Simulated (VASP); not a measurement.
# Au (Fm-3m) in VASP: a series of runs

The runs below take Au through electric field gradients, with PBE, PBE+D3(BJ).

All numbers are computed with VASP 6.6.1; they aren't measurements. Logs are shortened: lines on timing, memory, paths and dates and some standing lists are left out, and cuts for length are marked.

**1. The cell of the first run**

It takes space group Fm-3m (No. 225, cubic). The conventional cell has a = 4.008 Å, b = 4.008 Å, c = 4.008 Å, α = 90.00°, β = 90.00°, γ = 90.00°. Within 3.7 Å of Au (site symmetry m-3m) lie 12 Au at 2.83 Å.

**2. Electric field gradients, PBE (volume scaled by 0.9405)**

Input file INCAR:

```
SYSTEM = Au
PREC = Accurate
ENCUT = 520
EDIFF = 1E-8
ISMEAR = -1
SIGMA = 0.08
LREAL = .FALSE.
LASPH = .TRUE.
NELM = 100
ALGO = Normal
ISIF = 2
LWAVE = .FALSE.
LCHARG = .FALSE.
GGA = PE
LEFG = .TRUE.
NBANDS = 12
```

Input file KPOINTS:

```
Automatic mesh
0
G
  14 14 14
  0 0 0
```

Input file POSCAR:

```
Au
1.0
    0.0000000000      2.0040985960      2.0040985960
    2.0040985960      0.0000000000      2.0040985960
    2.0040985960      2.0040985960      0.0000000000
Au
1
Direct
    0.0000000000      0.0000000000      0.0000000000
```

Potentials or basis: VASP PAW PBE potentials, release 64 (Au).

On the command line:

```console
$ cat potpaw_PBE.64/Au/POTCAR > POTCAR
$ mpirun -np 1 vasp_std > vasp.out
```

OUTCAR:

```text
SYSTEM = Au
   PREC = Accurate
   ENCUT = 520
   EDIFF = 1E-8
   ISMEAR = -1
   LREAL = .FALSE.
   LASPH = .TRUE.
   NELM = 100
   ISIF = 2
   GGA = PE

 ion  position               nearest neighbor table
   1  0.000  0.000  0.000-

  LATTYP: Found a face centered cubic cell.
 ALAT       =     4.0081971920

  Lattice vectors:

 A1 = (   0.0000000000,   2.0040985960,   2.0040985960)
 A2 = (   2.0040985960,   0.0000000000,   2.0040985960)
 A3 = (   2.0040985960,   2.0040985960,   0.0000000000)

Analysis of symmetry for initial positions (statically):
[... 33 lines left out ...]
                                     Primitive cell

  volume of cell :      16.0986

  direct lattice vectors                    reciprocal lattice vectors
     0.000000000  2.004098596  2.004098596    -0.249488723  0.249488723  0.249488723
     2.004098596  0.000000000  2.004098596     0.249488723 -0.249488723  0.249488723
     2.004098596  2.004098596  0.000000000     0.249488723  0.249488723 -0.249488723

  length of vectors
     2.834223415  2.834223415  2.834223415     0.432127145  0.432127145  0.432127145

  position of ions in fractional coordinates (direct lattice)
     0.000000000  0.000000000  0.000000000

  ion indices of the primitive-cell ions
   primitive index   ion index
                 1           1

----------------------------------------------------------------------------------------

 KPOINTS: Automatic mesh

Automatic generation of k-mesh.
 Grid dimensions read from file:
 generate k-points for:   14   14   14

 Generating k-lattice:

  Cartesian coordinates                     Fractional coordinates (reciprocal lattice)
    -0.017820623  0.017820623  0.017820623     0.071428571  0.000000000  0.000000000
     0.017820623 -0.017820623  0.017820623     0.000000000  0.071428571  0.000000000
     0.017820623  0.017820623 -0.017820623     0.000000000  0.000000000  0.071428571

  Length of vectors
     0.030866225  0.030866225  0.030866225

  Shift w.r.t. Gamma in fractional coordinates (k-lattice)
     0.000000000  0.000000000  0.000000000

 Subroutine IBZKPT returns following result:
 ===========================================

 Found    104 irreducible k-points:

 Following reciprocal coordinates:
            Coordinates               Weight
  0.000000  0.000000  0.000000      1.000000
  0.071429  0.000000  0.000000      8.000000
  0.142857  0.000000  0.000000      8.000000
  0.214286  0.000000  0.000000      8.000000
  0.285714  0.000000  0.000000      8.000000
  0.357143  0.000000  0.000000      8.000000
[... 16 lines left out ...]
  0.214286  0.142857  0.000000     24.000000
  0.285714  0.142857  0.000000     24.000000
 [... further k-points ...]
   k-points           NKPTS =    104   k-points in BZ     NKDIM =    104   number of bands    NBANDS=     12
   number of dos      NEDOS =    301   number of ions     NIONS =      1
   total plane-waves  NPLWV =  13824
   dimension x,y,z NGX =    24 NGY =   24 NGZ =   24
   dimension x,y,z NGXF=    48 NGYF=   48 NGZF=   48
   ions per type =               1
   NGX,Y,Z   is equivalent  to a cutoff of  14.08, 14.08, 14.08 a.u.
   NGXF,Y,Z  is equivalent  to a cutoff of  28.16, 28.16, 28.16 a.u.
 SYSTEM =  Au
   PREC   = accura    normal or accurate (medium, high low for compatibility)
   ISTART =      0    job   : 0-new  1-cont  2-samecut
   ICHARG =      2    charge: 1-file 2-atom 10-const
   ISPIN  =      1    spin polarized calculation?
   LNONCOLLINEAR =      F non collinear calculations
   LSORBIT =      F    spin-orbit coupling
   LASPH  =      T    aspherical Exc in radial PAW
   ENCUT  =  520.0 eV  38.22 Ry    6.18 a.u.   5.27  5.27  5.27*2*pi/ulx,y,z
   NELM   =    100;   NELMIN=  2; NELMDL= -5     # of ELM steps
   EDIFF  = 0.1E-07   stopping-criterion for ELM
   LREAL  =      F    real-space projection
   EDIFFG = 0.1E-06   stopping-criterion for IOM
   NSW    =      0    number of steps for IOM
   IBRION =     -1    ionic relax: 0-MD 1-quasi-New 2-CG
   NFREE  =      0    steps in history (QN), initial steepest desc. (CG)
   ISIF   =      2    stress and relaxation
   ISYM   =      2    0-nonsym 1-usesym 2-fastsym
   POTIM  = 0.5000    time-step for ionic-motion
   TEBEG  =    0.0;   TEEND  =   0.0 temperature during run
   PSTRESS=    0.0 pullay stress
   NELECT =      11.0000    total number of electrons
   NUPDOWN=      -1.0000    fix difference up-down
   EMIN   =  10.00;   EMAX   =-10.00  energy-range for DOS
   EFERMI =   0.00;   METHOD = LEGACY
   ISMEAR =    -1;   SIGMA  =   0.08  broadening in eV -4-tet -1-fermi 0-gaus
   EFERMI_NEDOS =   21; number of points for ismear=-14 and -15
   IALGO  =     38    algorithm
   IMIX   =      4    mixing-type and parameters
     AMIX     =   0.40;   BMIX     =  1.00
     AMIX_MAG =   1.60;   BMIX_MAG =  1.00
  volume/ion in A,a.u.               =      16.10       108.64
  Fermi-wavevector in a.u.,A,eV,Ry     =   1.441927  2.724847 28.288605  2.079154
  Thomas-Fermi vector in A             =   2.560505
   LORBIT       =      0    0 simple, 1 ext, 2 COOP (PROOUT), +10 PAW based schemes
   GGA     = PE    functional components
   LHFCALC =     F    Hartree Fock is set to
   AEXX    =    0.0000 exact exchange contribution
   IVDW    =     0    specifies the selected vdW correction
   LEPSILON=     F    determine dielectric tensor
   LRPA    =     F    only Hartree local field effects (RPA)
 non-spin polarized calculation
  energy-cutoff  :      520.00
  volume of cell :       16.10
 maximum number of plane-waves:       444
 NGX is ok and might be reduce to    24
   NGX = 11   NGY = 11   NGZ = 11

 number of electron      11.0000001 magnetization

 Free energy of the ion-electron system (eV)
  ---------------------------------------------------
  ext. energy  EPLUGINS =         0.00000000
  ---------------------------------------------------
  free energy    TOTEN  =        -3.11394792 eV

  energy without entropy =       -3.10752453  energy(sigma->0) =       -3.11073623

 E-fermi :  10.4640     XC(G=0): -13.0613

 val. band max:       10.3863289830   @ k =   0.5000   0.2857   0.1429
 cond. band min:      10.5317693200   @ k =   0.5000   0.3571   0.1429
 fundamental gap:      0.1454403370
 Fermi energy:        10.4640012730

 k-point     1 :       0.0000    0.0000    0.0000
  band No.  band energies     occupation
      1      -0.0200      2.00000
      2       5.4429      2.00000
      3       5.4429      2.00000
      4       5.4429      2.00000
      5       7.1176      2.00000
      6       7.1176      2.00000
      7      24.8803      0.00000
      8      29.2120      0.00000
      9      29.2120      0.00000
     10      29.2120      0.00000
     11      34.3031      0.00000
     12      39.6160      0.00000

 k-point     2 :       0.0714    0.0000    0.0000
  band No.  band energies     occupation
      1       0.1673      2.00000
      2       5.3779      2.00000
      3       5.5090      2.00000
      4       5.5090      2.00000
      5       7.0867      2.00000
      6       7.0867      2.00000
      7      25.1182      0.00000
      8      28.1181      0.00000
      9      29.4550      0.00000
     10      29.4550      0.00000
     11      35.2341      0.00000
     12      37.7043      0.00000

 k-point     3 :       0.1429    0.0000    0.0000
  band No.  band energies     occupation
      1       0.7015      2.00000
      2       5.2345      2.00000
      3       5.6624      2.00000
      4       5.6624      2.00000
      5       7.0459      2.00000
      6       7.0459      2.00000
      7      25.4830      0.00000
      8      26.1989      0.00000
      9      30.1248      0.00000
     10      30.1248      0.00000
     11      34.0945      0.00000
     12      36.5412      0.00000
[... 286 lines left out ...]
 k-point    23 :       0.2143    0.1429    0.0000
  band No.  band energies     occupation
      1       1.5478      2.00000
      2       4.7306      2.00000
      3       6.0038      2.00000
      4       6.1159      2.00000
      5       6.5796      2.00000
      6       7.4731      2.00000
      7      25.5467      0.00000
      8      26.7594      0.00000
      9      27.9299      0.00000
     10      28.9782      0.00000
     11      32.6587      0.00000
     12      35.5077      0.00000

 k-point    24 :       0.2857    0.1429    0.0000
  band No.  band energies     occupation
      1       2.3076      2.00000
      2       4.6407      2.00000
      3       5.7472      2.00000
      4       6.1973      2.00000
      5       7.1462      2.00000
      6       7.7398      2.00000
      7      22.8723      0.00000
      8      26.7436      0.00000
      9      27.3835      0.00000
     10      29.2363      0.00000
     11      32.3571      0.00000
     12      35.2667      0.00000

 [... further k-points ...]
[... 5 lines left out ...]
  --------------------------------------------------------------------------------------
  -------------------------------------------------------------------------------------
  Total        2.1029533      2.1029533      2.1029533      0.0000000      0.0000000     -0.0000000
  in kB      209.2921640    209.2921640    209.2921640      0.0000000      0.0000000     -0.0000000
  external PRESSURE =     209.2921640 kB  Pullay stress =       0.0000000 kB

 VOLUME and BASIS-vectors are now :
 -----------------------------------------------------------------------------
  energy-cutoff  :      520.00
  volume of cell :       16.10
      direct lattice vectors                 reciprocal lattice vectors
     0.000000000  2.004098596  2.004098596    -0.249488723  0.249488723  0.249488723
     2.004098596  0.000000000  2.004098596     0.249488723 -0.249488723  0.249488723
     2.004098596  2.004098596  0.000000000     0.249488723  0.249488723 -0.249488723

 POSITION                                       TOTAL-FORCE (eV/Angst)
 -----------------------------------------------------------------------------------
      0.00000      0.00000      0.00000        -0.000000      0.000000     -0.000000
 -----------------------------------------------------------------------------------
    total drift:                               -0.000000      0.000000     -0.000000

  FREE ENERGIE OF THE ION-ELECTRON SYSTEM (eV)
  ---------------------------------------------------
  free  energy   TOTEN  =        -3.1139479242 eV

  energy  without entropy=       -3.1075245335  energy(sigma->0) =       -3.11073623

 Electric field gradients (V/A^2)
---------------------------------------------------------------------
 ion       V_xx      V_yy      V_zz      V_xy      V_xz      V_yz
---------------------------------------------------------------------
   1      -0.000    -0.000    -0.000     0.000     0.000     0.000
---------------------------------------------------------------------

 Electric field gradients after diagonalization (V/A^2)
 (convention: |V_zz| > |V_xx| > |V_yy|)
----------------------------------------------------------------------
 ion       V_xx      V_yy      V_zz     asymmetry (V_yy - V_xx)/ V_zz
----------------------------------------------------------------------
   1      -0.000    -0.000     0.000       0.000
----------------------------------------------------------------------

           NMR quadrupolar parameters

 Cq : quadrupolar parameter    Cq=e*Q*V_zz/h
 eta: asymmetry parameters     (V_yy - V_xx)/ V_zz
 Q  : nuclear electric quadrupole moment in mb (millibarn)
----------------------------------------------------------------------
 ion       Cq(MHz)       eta       Q (mb)
----------------------------------------------------------------------
   1       0.000       0.000       1.000
----------------------------------------------------------------------
```

Wall time 28 s (1 thread of Intel Xeon 8259CL, shared host); peak memory 0.15 GiB.

What came out:

* Free energy: -3.1139 eV
* Pressure: 20.9 GPa

Caveat: without QUAD_EFG the Cq values of the log hold for a quadrupole moment of 1 mb, not for the nuclei; spin-orbit coupling is left out, which moves the levels of the heavy elements.

**3. Electric field gradients, PBE (volume scaled by 0.98)**

Input file INCAR:

```
SYSTEM = Au
ALGO = Normal
EDIFF = 1E-8
ENCUT = 520
GGA = PE
ISIF = 2
ISMEAR = -1
LASPH = .True.
LCHARG = .False.
LEFG = .True.
LREAL = .False.
LWAVE = .False.
NBANDS = 12
NELM = 80
PREC = Accurate
SIGMA = 0.08
```

Input file KPOINTS:

```
k-points
0
Gamma
  14 14 14
  0 0 0
```

Input file POSCAR:

```
Au
1.0
    0.0000000000      2.0317713984      2.0317713984
    2.0317713984      0.0000000000      2.0317713984
    2.0317713984      2.0317713984      0.0000000000
Au
1
Direct
    0.0000000000      0.0000000000      0.0000000000
```

Potentials or basis: VASP PAW PBE potentials, release 64 (Au).

On the command line:

```console
$ cat potpaw_PBE.64/Au/POTCAR > POTCAR
$ mpirun -np 1 vasp_std > vasp.out
```

OUTCAR:

```text
SYSTEM = Au
   EDIFF = 1E-8
   ENCUT = 520
   GGA = PE
   ISIF = 2
   ISMEAR = -1
   LASPH = .True.
   LREAL = .False.
   NELM = 80
   PREC = Accurate

 ion  position               nearest neighbor table
   1  0.000  0.000  0.000-

  LATTYP: Found a face centered cubic cell.
 ALAT       =     4.0635427968

  Lattice vectors:

 A1 = (   0.0000000000,   2.0317713984,   2.0317713984)
 A2 = (   2.0317713984,   0.0000000000,   2.0317713984)
 A3 = (   2.0317713984,   2.0317713984,   0.0000000000)

Analysis of symmetry for initial positions (statically):
[... 33 lines left out ...]
                                     Primitive cell

  volume of cell :      16.7747

  direct lattice vectors                    reciprocal lattice vectors
     0.000000000  2.031771398  2.031771398    -0.246090678  0.246090678  0.246090678
     2.031771398  0.000000000  2.031771398     0.246090678 -0.246090678  0.246090678
     2.031771398  2.031771398  0.000000000     0.246090678  0.246090678 -0.246090678

[... 507 lines left out ...]

 VOLUME and BASIS-vectors are now :
 -----------------------------------------------------------------------------
  energy-cutoff  :      520.00
  volume of cell :       16.77
      direct lattice vectors                 reciprocal lattice vectors
     0.000000000  2.031771398  2.031771398    -0.246090678  0.246090678  0.246090678
     2.031771398  0.000000000  2.031771398     0.246090678 -0.246090678  0.246090678
     2.031771398  2.031771398  0.000000000     0.246090678  0.246090678 -0.246090678

 POSITION                                       TOTAL-FORCE (eV/Angst)
 -----------------------------------------------------------------------------------
      0.00000      0.00000      0.00000         0.000000     -0.000000     -0.000000
 -----------------------------------------------------------------------------------
    total drift:                               -0.000000      0.000000      0.000000

  FREE ENERGIE OF THE ION-ELECTRON SYSTEM (eV)
  ---------------------------------------------------
  free  energy   TOTEN  =        -3.1820382697 eV

  energy  without entropy=       -3.1754725259  energy(sigma->0) =       -3.17875540

 Electric field gradients (V/A^2)
---------------------------------------------------------------------
 ion       V_xx      V_yy      V_zz      V_xy      V_xz      V_yz
---------------------------------------------------------------------
   1      -0.000     0.000    -0.000     0.000     0.000     0.000
---------------------------------------------------------------------

 Electric field gradients after diagonalization (V/A^2)
 (convention: |V_zz| > |V_xx| > |V_yy|)
----------------------------------------------------------------------
 ion       V_xx      V_yy      V_zz     asymmetry (V_yy - V_xx)/ V_zz
----------------------------------------------------------------------
   1      -0.000    -0.000     0.000       0.000
----------------------------------------------------------------------

           NMR quadrupolar parameters

 Cq : quadrupolar parameter    Cq=e*Q*V_zz/h
 eta: asymmetry parameters     (V_yy - V_xx)/ V_zz
 Q  : nuclear electric quadrupole moment in mb (millibarn)
----------------------------------------------------------------------
 ion       Cq(MHz)       eta       Q (mb)
----------------------------------------------------------------------
   1       0.000       0.000       1.000
----------------------------------------------------------------------
```

stdout:

```text
POSCAR found type information on POSCAR Au
 POSCAR found :  1 types and       1 ions
 scaLAPACK will be used
 LDA part: xc-table for (Slater+PW92), standard interpolation
 POSCAR, INCAR and KPOINTS ok, starting setup
 FFT: planning ... GRIDC
 FFT: planning ... GRID_SOFT
 FFT: planning ... GRID
 WAVECAR not read
 entering main loop
ion   1
```

It took 33 s on 1 thread of Intel Xeon 8259CL, shared host; peak memory 0.15 GiB.

Results:

```yaml
Free_energy: -3.1820 eV
Pressure: 11.5 GPa
```

Levels at points of the mesh, in eV from the Fermi level:
```csv
k point,band 4,band 5,band 6,band 7,band 8,band 9
"(0.00, 0.00, 0.00)",-4.76,-3.20,-3.20,14.52,18.62,18.62
"(0.50, 0.00, 0.00)",-1.96,-1.96,-1.01,3.18,13.98,17.28
"(0.50, 0.50, 0.00)",-1.63,-1.63,1.00,5.93,10.08,10.08
```

Caveat: without QUAD_EFG the Cq values of the log hold for a quadrupole moment of 1 mb, not for the nuclei; spin-orbit coupling is left out, which moves the levels of the heavy elements.

(Continued in part 2 of 2.)
